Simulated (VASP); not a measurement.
# SnSe (Cmcm) in VASP: notebook, part 2 of 2

VASP 6.6.1.

**4. Single point, PBE+D3(BJ) (atoms displaced along a vibrational mode)**

INCAR reads:

```
SYSTEM = SnSe
PREC = Accurate
ENCUT = 520
EDIFF = 1E-6
ISMEAR = 0
SIGMA = 0.05
LREAL = .FALSE.
LASPH = .TRUE.
NELM = 60
ALGO = Normal
ISIF = 2
LWAVE = .FALSE.
LCHARG = .TRUE.
GGA = PE
IVDW = 12
LELF = .TRUE.
LVHAR = .TRUE.
NBANDS = 28
```

KPOINTS reads:

```
regular mesh
0
G
  8 8 6
  0 0 0
```

POSCAR reads:

```
SnSe
1.0
    0.0000000000     -2.9887688397     -2.9887688397
    0.0000000000      2.9887688397     -2.9887688397
    5.9775376794      0.0000000000      0.0000000000
Sn Se
2 2
Direct
    0.4749060553      0.4749060553      0.5000000000
    0.0250939447      0.0250939447      0.0000000000
    0.5098438859      0.5098438859      0.0000000000
   -0.0098438859     -0.0098438859      0.5000000000
```

Potentials or basis: VASP PAW PBE potentials, release 64 (Sn_d, Se).

The run is started by

```console
$ cat potpaw_PBE.64/Sn_d/POTCAR potpaw_PBE.64/Se/POTCAR > POTCAR
$ mpirun -np 1 vasp_std > vasp.out
```

OUTCAR:

```text
SYSTEM = SnSe
   PREC = Accurate
   ENCUT = 520
   EDIFF = 1E-6
   ISMEAR = 0
   LREAL = .FALSE.
   LASPH = .TRUE.
   NELM = 60
   ISIF = 2
   GGA = PE
   IVDW = 12
 IVDW          = 12

 ion  position               nearest neighbor table
   1  0.475  0.475  0.500-   4 2.90   4 2.99   4 2.99   3 3.00   3 3.00   4 3.08
   2  0.025  0.025  0.000-   3 2.90   3 2.99   3 2.99   4 3.00   4 3.00   3 3.08
   3  0.510  0.510  0.000-   2 2.90   2 2.99   2 2.99   1 3.00   1 3.00   2 3.08
   4  0.990  0.990  0.500-   1 2.90   1 2.99   1 2.99   2 3.00   2 3.00   1 3.08

  LATTYP: Found a simple tetragonal cell.
 ALAT       =     4.2267574279
 C/A-ratio  =     1.4142135624

  Lattice vectors:

 A1 = (   0.0000000000,  -2.9887688397,  -2.9887688397)
 A2 = (   0.0000000000,   2.9887688397,  -2.9887688397)
 A3 = (   5.9775376794,   0.0000000000,   0.0000000000)

Analysis of symmetry for initial positions (statically):
=====================================================================
 Subroutine PRICEL returns:
 Original cell was already a primitive cell.

 Routine SETGRP: Setting up the symmetry group for a
 simple tetragonal supercell.

 Subroutine GETGRP returns: Found  8 space group operations
 (whereof  4 operations were pure point group operations)
 out of a pool of 16 trial point group operations.

The static configuration has the point symmetry C_2v.
 The point group associated with its full space group is D_2h.

Analysis of symmetry for dynamics (positions and initial velocities):
=====================================================================
 Subroutine PRICEL returns:
 Original cell was already a primitive cell.

 Routine SETGRP: Setting up the symmetry group for a
 simple tetragonal supercell.

 Subroutine GETGRP returns: Found  8 space group operations
 (whereof  4 operations were pure point group operations)
 out of a pool of 16 trial point group operations.

The dynamic configuration has the point symmetry C_2v.
[... 122 lines left out ...]
   IMIX   =      4    mixing-type and parameters
     AMIX     =   0.40;   BMIX     =  1.00
     AMIX_MAG =   1.60;   BMIX_MAG =  1.00
  volume/ion in A,a.u.               =      26.70       180.17
  Fermi-wavevector in a.u.,A,eV,Ry     =   1.180092  2.230050 18.947704  1.392617
  Thomas-Fermi vector in A             =   2.316391
   LORBIT       =      0    0 simple, 1 ext, 2 COOP (PROOUT), +10 PAW based schemes
   GGA     = PE    functional components
   LHFCALC =     F    Hartree Fock is set to
   AEXX    =    0.0000 exact exchange contribution
   IVDW    =    12    specifies the selected vdW correction
   LEPSILON=     F    determine dielectric tensor
   LRPA    =     F    only Hartree local field effects (RPA)
 non-spin polarized calculation
 Gauss-broadening in eV      SIGMA  =   0.05
  energy-cutoff  :      520.00
  volume of cell :      106.79
 maximum number of plane-waves:      2916
   NGX = 15   NGY = 15   NGZ = 23

 number of electron      40.0000003 magnetization

 Free energy of the ion-electron system (eV)
  ---------------------------------------------------
  ext. energy  EPLUGINS =         0.00000000
  ---------------------------------------------------
  free energy    TOTEN  =       -16.38159853 eV

  energy without entropy =      -16.38159375  energy(sigma->0) =      -16.38159614

 E-fermi :   6.0648     XC(G=0):  -9.6942

 val. band max:        5.9551500253   @ k =   0.5000   0.0000   0.3333
 cond. band min:       6.1744938893   @ k =   0.5000   0.0000   0.3333
 fundamental gap:      0.2193438640
 Fermi energy:         6.0648211666

 k-point     1 :       0.0000    0.0000    0.0000
  band No.  band energies     occupation
      1     -15.8006      2.00000
      2     -15.7742      2.00000
      3     -15.7707      2.00000
      4     -15.7699      2.00000
      5     -15.7697      2.00000
      6     -15.7671      2.00000
[... 733 lines left out ...]
     27      11.2412      0.00000
     28      11.8761      0.00000

 [... further k-points ...]

------------------------ aborting loop because EDIFF is reached ----------------------------------------

 Edisp (eV)   -1.44416

 E8    (eV) :    -0.6507

  FORCE on cell =-STRESS in cart. coord.  units (eV):
  Direction    XX          YY          ZZ          XY          YZ          ZX
  --------------------------------------------------------------------------------------
  -------------------------------------------------------------------------------------
  Total      -0.00908    -0.04213     0.18825     0.00000     0.00000     0.00000
  in kB      -0.13630    -0.63210     2.82430     0.00000     0.00000     0.00000
  external pressure =        0.69 kB  Pullay stress =        0.00 kB

 VOLUME and BASIS-vectors are now :
 -----------------------------------------------------------------------------
  energy-cutoff  :      520.00
  volume of cell :      106.79
      direct lattice vectors                 reciprocal lattice vectors
     0.000000000 -2.988768840 -2.988768840     0.000000000 -0.167292965 -0.167292965
     0.000000000  2.988768840 -2.988768840     0.000000000  0.167292965 -0.167292965
     5.977537679  0.000000000  0.000000000     0.167292965  0.000000000  0.000000000

 POSITION                                       TOTAL-FORCE (eV/Angst)
 -----------------------------------------------------------------------------------
      2.98877      0.00000     -2.83877         0.000000      0.000000     -0.158804
      0.00000      0.00000     -0.15000         0.000000      0.000000      0.158804
      0.00000      0.00000     -3.04761         0.000000      0.000000      0.022601
      2.98877      0.00000     -5.91870         0.000000      0.000000     -0.022601
 -----------------------------------------------------------------------------------
    total drift:                               -0.000000     -0.000000      0.000000

  FREE ENERGIE OF THE ION-ELECTRON SYSTEM (eV)
  ---------------------------------------------------
  free  energy   TOTEN  =       -17.8257615916 eV

  energy  without entropy=      -17.8257568082  energy(sigma->0) =      -17.82575920
```

OSZICAR:

```text
N       E                     dE             d eps       ncg     rms          rms(c)
DAV:   1     0.363513803448E+03    0.36351E+03   -0.18903E+04  4796   0.184E+03
DAV:   2     0.336881368090E+02   -0.32983E+03   -0.32104E+03  4752   0.477E+02
DAV:   3    -0.143991057144E+02   -0.48087E+02   -0.47019E+02  5716   0.155E+02
DAV:   4    -0.166639405201E+02   -0.22648E+01   -0.22526E+01  5504   0.346E+01
DAV:   5    -0.167247357899E+02   -0.60795E-01   -0.60784E-01  6224   0.616E+00    0.449E+00
DAV:   6    -0.163790688214E+02    0.34567E+00   -0.76109E-01  6432   0.463E+00    0.272E+00
DAV:   7    -0.163784594469E+02    0.60937E-03   -0.19153E-01  5768   0.163E+00    0.124E+00
DAV:   8    -0.163815361054E+02   -0.30767E-02   -0.19069E-02  5164   0.102E+00    0.148E-01
DAV:   9    -0.163814245034E+02    0.11160E-03   -0.22504E-03  5908   0.359E-01    0.677E-02
DAV:  10    -0.163815784695E+02   -0.15397E-03   -0.36643E-04  5652   0.943E-02    0.277E-02
DAV:  11    -0.163815973640E+02   -0.18895E-04   -0.70499E-05  5264   0.560E-02    0.645E-03
DAV:  12    -0.163815987306E+02   -0.13666E-05   -0.71591E-06  4620   0.191E-02    0.418E-03
DAV:  13    -0.163815985341E+02    0.19651E-06   -0.56148E-07  3260   0.492E-03
   1 F= -.17825762E+02 E0= -.17825759E+02  d E =-.478342E-05
```

It took 67 s on 1 thread of Intel Xeon 6975P-C (Granite Rapids), shared host; peak memory 0.37 GiB.

Results:

| Item | Value |
| --- | --- |
| Free energy | -17.8258 eV |
| Pressure | 0.1 GPa |
| Largest force | 0.159 eV/Å |
| Band gap on the k mesh | 0.22 eV |
| Dispersion energy per atom | -0.361 eV |

Forces in eV/Å, atoms in the order of the input:
```
Sn   0.000  0.000 -0.159
Sn   0.000  0.000  0.159
Se   0.000  0.000  0.023
Se   0.000  0.000 -0.023
```

Caveat: the cell differs from its parent crystal (atoms displaced along a vibrational mode); semilocal functionals underestimate gaps, and a narrow one can read as zero; spin-orbit coupling is left out, which moves the levels of the heavy elements.

**5. Single point, PBE+D3(BJ) (atoms displaced along a vibrational mode)**

INCAR reads:

```
SYSTEM = SnSe
ALGO = Normal ; EDIFF = 1E-6
ENCUT = 520 ; GGA = PE
ISIF = 2 ; ISMEAR = 0
IVDW = 12 ; LASPH = .True.
LCHARG = .True. ; LELF = .True.
LREAL = .False. ; LVHAR = .True.
LWAVE = .False. ; NBANDS = 28
NELM = 80 ; PREC = Accurate
SIGMA = 0.05
```

KPOINTS reads:

```
k-points
0
Gamma
  8 8 6
  0 0 0
```

POSCAR reads:

```
SnSe
1.0
    0.0000000000     -2.9887688397     -2.9887688397
    0.0000000000      2.9887688397     -2.9887688397
    5.9775376794      0.0000000000      0.0000000000
Sn Se
2 2
Direct
    0.5125469724      0.5125469724      0.5000000000
   -0.0125469724     -0.0125469724      0.0000000000
    0.4950780570      0.4950780570      0.0000000000
    0.0049219430      0.0049219430      0.5000000000
```

The run is started by

```console
$ cat potpaw_PBE.64/Sn_d/POTCAR potpaw_PBE.64/Se/POTCAR > POTCAR
$ mpirun -np 1 vasp_std > vasp.out
```

Wall time 67 s (1 thread of Intel Xeon 6975P-C (Granite Rapids), shared host); peak memory 0.36 GiB.

The run converged. Its results:

```yaml
Free_energy: -17.8442 eV
Pressure: 0.0 GPa
Largest_force: 0.073 eV/Å
Band_gap_on_the_k_mesh: 0.31 eV
Dispersion_energy_per_atom: -0.361 eV
```

Forces on the atoms (eV/Å):
```
Sn   0.000  0.000  0.073
Sn   0.000  0.000 -0.073
Se   0.000  0.000 -0.015
Se   0.000  0.000  0.015
```

Levels at points of the mesh, in eV from the valence-band top:
| k point | band 17 | band 18 | band 19 | band 20 | band 21 | band 22 | band 23 | band 24 |
| --- | --- | --- | --- | --- | --- | --- | --- | --- |
| (0.00, 0.00, 0.00) | -3.78 | -2.32 | -2.31 | -2.30 | 2.86 | 4.34 | 4.36 | 4.38 |
| (0.50, 0.00, 0.00) | -2.23 | -2.18 | -0.72 | -0.58 | 1.16 | 1.20 | 1.70 | 1.70 |
| (0.50, 0.50, 0.00) | -3.80 | -3.80 | -3.79 | -3.78 | 2.83 | 2.90 | 5.41 | 5.42 |
| (0.00, 0.00, 0.50) | -3.13 | -3.13 | -1.76 | -1.76 | 2.12 | 2.12 | 3.77 | 3.77 |
| (0.50, 0.00, 0.50) | -2.06 | -2.06 | -0.08 | -0.08 | 0.59 | 0.59 | 1.19 | 1.19 |
| (0.50, 0.50, 0.50) | -4.89 | -4.89 | -0.86 | -0.86 | 1.45 | 1.45 | 4.75 | 4.75 |

Caveat: the cell differs from its parent crystal (atoms displaced along a vibrational mode); semilocal functionals underestimate gaps, and a narrow one can read as zero; spin-orbit coupling is left out, which moves the levels of the heavy elements.

**6. Summary**

```tsv
cell	gap on the mesh (eV)	pressure (GPa)	largest force (eV/Å)
as given, atomic positions A	0.12	0.5	0.40
as given, atomic positions B	0.15	0.2	0.26
as given, atomic positions C	0.22	0.1	0.16
as given, atomic positions D	0.31	0.0	0.07
```

Alike in all rows: task single point; level PBE+D3(BJ); potentials or basis VASP PAW PBE potentials, release 64 (Sn_d, Se); no spin polarisation; k mesh 8 × 8 × 6; cutoff (eV) 520; smearing gaussian 0.05 eV.

Caveats: semilocal functionals underestimate gaps, and a narrow one can read as zero; spin-orbit coupling is left out, which moves the levels of the heavy elements.

Absolute energies hang on the potentials; compare differences alone.
